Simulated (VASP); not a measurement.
# ZnO (Pm-3m) in VASP: further runs, part 2 of 2

VASP 6.6.1. The steps go on from the part before.

### 3 Single point, PBE

This run uses another cell than the first one, of 10.32 Å³/atom, 1.182 times its volume.

Input file INCAR:

```
ALGO = Normal
EDIFF = 1E-6
ENCUT = 600
GGA = PE
GGA_COMPAT = False
ISIF = 2
ISMEAR = 0
LASPH = True
LCHARG = False
LREAL = False
LWAVE = False
NBANDS = 16
NELM = 120
PREC = Accurate
SIGMA = 0.05
```

Input file KPOINTS:

```
k-points
0
Gamma
  6 6 6
```

Input file POSCAR:

```
ZnO
1.0
    2.7431562961      0.0000000000      0.0000000000
    0.0000000000      2.7431562961      0.0000000000
    0.0000000000      0.0000000000      2.7431562961
Zn O
1 1
Direct
    0.0000000000      0.0000000000      0.0000000000
    0.5000000000      0.5000000000      0.5000000000
```

Potentials or basis: VASP PAW PBE potentials, release 64 (Zn, O).

Command:

```sh
$ cat potpaw_PBE.64/Zn/POTCAR potpaw_PBE.64/O/POTCAR > POTCAR
$ mpirun -np 1 vasp_std > vasp.out
```

OUTCAR:

```text
EDIFF = 1E-6
   ENCUT = 600
   GGA = PE
   ISIF = 2
   ISMEAR = 0
   LASPH = True
   LREAL = False
   NELM = 120
   PREC = Accurate

 ion  position               nearest neighbor table
   1  0.000  0.000  0.000-   2 2.38   2 2.38   2 2.38   2 2.38   2 2.38   2 2.38   2 2.38   2 2.38

   2  0.500  0.500  0.500-   1 2.38   1 2.38   1 2.38   1 2.38   1 2.38   1 2.38   1 2.38   1 2.38

  LATTYP: Found a simple cubic cell.
 ALAT       =     2.7431562961

  Lattice vectors:

[... 561 lines left out ...]
------------------------ aborting loop because EDIFF is reached ----------------------------------------

  FORCE on cell =-STRESS in cart. coord.  units (eV):
  Direction    XX          YY          ZZ          XY          YZ          ZX
  --------------------------------------------------------------------------------------
  -------------------------------------------------------------------------------------
  Total       -1.0464163     -1.0464163     -1.0464163      0.0000000     -0.0000000     -0.0000000
  in kB      -81.2200816    -81.2200816    -81.2200816      0.0000000     -0.0000000     -0.0000000
  external PRESSURE =     -81.2200816 kB  Pullay stress =       0.0000000 kB

 VOLUME and BASIS-vectors are now :
 -----------------------------------------------------------------------------
  energy-cutoff  :      600.00
  volume of cell :       20.64
      direct lattice vectors                 reciprocal lattice vectors
     2.743156296  0.000000000  0.000000000     0.364543574  0.000000000  0.000000000
     0.000000000  2.743156296  0.000000000     0.000000000  0.364543574  0.000000000
     0.000000000  0.000000000  2.743156296     0.000000000  0.000000000  0.364543574

 POSITION                                       TOTAL-FORCE (eV/Angst)
 -----------------------------------------------------------------------------------
      0.00000      0.00000      0.00000         0.000000      0.000000      0.000000
      1.37158      1.37158      1.37158         0.000000      0.000000      0.000000
 -----------------------------------------------------------------------------------
    total drift:                                0.000000      0.000000     -0.000000

  FREE ENERGIE OF THE ION-ELECTRON SYSTEM (eV)
  ---------------------------------------------------
  free  energy   TOTEN  =        -7.4609925326 eV

  energy  without entropy=       -7.4603555557  energy(sigma->0) =       -7.46067404
```

It took 9.1 s on 1 thread of Intel Xeon Platinum 8259CL at 2.50GHz (Skylake/Cascade Lake), shared host; peak memory 0.14 GiB.

Results:

- Free energy: -7.4610 eV
- Pressure: -8.1 GPa
- Band gap on the k mesh: zero (band 9 reaches 2.57 eV, above the bottom of band 10 at 1.52 eV)

Levels at points of the mesh, in eV from the Fermi level:
| k point | band 5 | band 6 | band 7 | band 8 | band 9 | band 10 | band 11 | band 12 | band 13 | band 14 |
| --- | --- | --- | --- | --- | --- | --- | --- | --- | --- | --- |
| (0.00, 0.00, 0.00) | -5.41 | -5.41 | -1.19 | -1.10 | -1.10 | -1.10 | 13.79 | 13.79 | 16.51 | 16.51 |
| (0.50, 0.00, 0.00) | -5.90 | -5.38 | -4.54 | -0.04 | -0.04 | 4.72 | 5.94 | 15.02 | 15.02 | 16.99 |
| (0.50, 0.50, 0.00) | -5.62 | -5.19 | -4.48 | -4.48 | -0.14 | 2.34 | 9.54 | 9.54 | 15.13 | 19.88 |
| (0.50, 0.50, 0.50) | -5.17 | -5.17 | -1.42 | -1.42 | -1.42 | 5.40 | 5.40 | 5.40 | 8.50 | 19.81 |

Caveat: the k points lie up to 0.38 Å⁻¹ apart.

### 4 Single point, PBE

This run uses another cell than the first one, of 9.72 Å³/atom, 1.112 times its volume.

Input file INCAR:

```
SYSTEM = ZnO
ALGO     = Normal         ! electronic algorithm
EDIFF    = 1E-6           ! SCF threshold, eV
ENCUT    = 600            ! plane-wave cutoff, eV
GGA      = PE             ! functional
GGA_COMPAT= .FALSE.      
ISIF     = 2              ! what is computed and relaxed
ISMEAR   = 0              ! smearing method
LASPH    = .TRUE.         ! aspherical terms in the spheres
LCHARG   = .FALSE.        ! write CHGCAR
LREAL    = .FALSE.        ! projectors in reciprocal space
LWAVE    = .FALSE.        ! write WAVECAR
NBANDS   = 16             ! bands
NELM     = 120            ! most SCF steps
PREC     = Accurate       ! precision mode
SIGMA    = 0.05           ! smearing width, eV
```

Input file KPOINTS:

```
k-points
0
G
  6 6 6
  0 0 0
```

Input file POSCAR:

```
ZnO
1.0
    2.6884222643      0.0000000000      0.0000000000
    0.0000000000      2.6884222643      0.0000000000
    0.0000000000      0.0000000000      2.6884222643
Zn O
1 1
Direct
    0.0000000000      0.0000000000      0.0000000000
    0.5000000000      0.5000000000      0.5000000000
```

Potentials or basis: VASP PAW PBE potentials, release 64 (Zn, O).

Command:

```sh
$ cat potpaw_PBE.64/Zn/POTCAR potpaw_PBE.64/O/POTCAR > POTCAR
$ mpirun -np 1 vasp_std > vasp.out
```

OUTCAR:

```text
SYSTEM = ZnO
   EDIFF = 1E-6
   ENCUT = 600
   GGA = PE
   ISIF = 2
   ISMEAR = 0
   LASPH = .TRUE.
   LREAL = .FALSE.
   NELM = 120
   PREC = Accurate

 ion  position               nearest neighbor table
   1  0.000  0.000  0.000-   2 2.33   2 2.33   2 2.33   2 2.33   2 2.33   2 2.33   2 2.33   2 2.33

   2  0.500  0.500  0.500-   1 2.33   1 2.33   1 2.33   1 2.33   1 2.33   1 2.33   1 2.33   1 2.33

  LATTYP: Found a simple cubic cell.
 ALAT       =     2.6884222643

  Lattice vectors:

[... 561 lines left out ...]
------------------------ aborting loop because EDIFF is reached ----------------------------------------

  FORCE on cell =-STRESS in cart. coord.  units (eV):
  Direction    XX          YY          ZZ          XY          YZ          ZX
  --------------------------------------------------------------------------------------
  -------------------------------------------------------------------------------------
  Total        0.0591768      0.0591768      0.0591768      0.0000000      0.0000000     -0.0000000
  in kB        4.8794322      4.8794322      4.8794322      0.0000000      0.0000000     -0.0000000
  external PRESSURE =       4.8794322 kB  Pullay stress =       0.0000000 kB

 VOLUME and BASIS-vectors are now :
 -----------------------------------------------------------------------------
  energy-cutoff  :      600.00
  volume of cell :       19.43
      direct lattice vectors                 reciprocal lattice vectors
     2.688422264  0.000000000  0.000000000     0.371965377  0.000000000  0.000000000
     0.000000000  2.688422264  0.000000000     0.000000000  0.371965377  0.000000000
     0.000000000  0.000000000  2.688422264     0.000000000  0.000000000  0.371965377

 POSITION                                       TOTAL-FORCE (eV/Angst)
 -----------------------------------------------------------------------------------
      0.00000      0.00000      0.00000         0.000000      0.000000      0.000000
      1.34421      1.34421      1.34421         0.000000      0.000000      0.000000
 -----------------------------------------------------------------------------------
    total drift:                                0.000000      0.000000     -0.000000

  FREE ENERGIE OF THE ION-ELECTRON SYSTEM (eV)
  ---------------------------------------------------
  free  energy   TOTEN  =        -7.4890450761 eV

  energy  without entropy=       -7.4884516939  energy(sigma->0) =       -7.48874839
```

Wall time 8.9 s (1 thread of Intel Xeon Platinum 8259CL at 2.50GHz (Skylake/Cascade Lake), shared host); peak memory 0.13 GiB.

What came out:

```yaml
Free_energy: -7.4890 eV
Pressure: 0.5 GPa
Band_gap_on_the_k_mesh: zero (band 9 reaches 3.12 eV, above the bottom of band 10 at 2.26 eV)
```

Caveat: the k points lie up to 0.39 Å⁻¹ apart.

### 5 Summary

| cell | gap on the mesh (eV) | pressure (GPa) |
| --- | --- | --- |
| a = 2.595 Å, 2 atoms | none | 22.8 |
| a = 2.743 Å, 2 atoms | none | -8.1 |
| a = 2.688 Å, 2 atoms | none | 0.5 |

Alike in all rows: task single point; level PBE; potentials or basis VASP PAW PBE potentials, release 64 (Zn, O); no spin polarisation; k mesh 6 × 6 × 6; cutoff (eV) 600; smearing gaussian 0.05 eV.

Caveats: all runs use coarse meshes.

Total energies depend on the potentials used, so only differences within one code and one set of settings carry meaning.
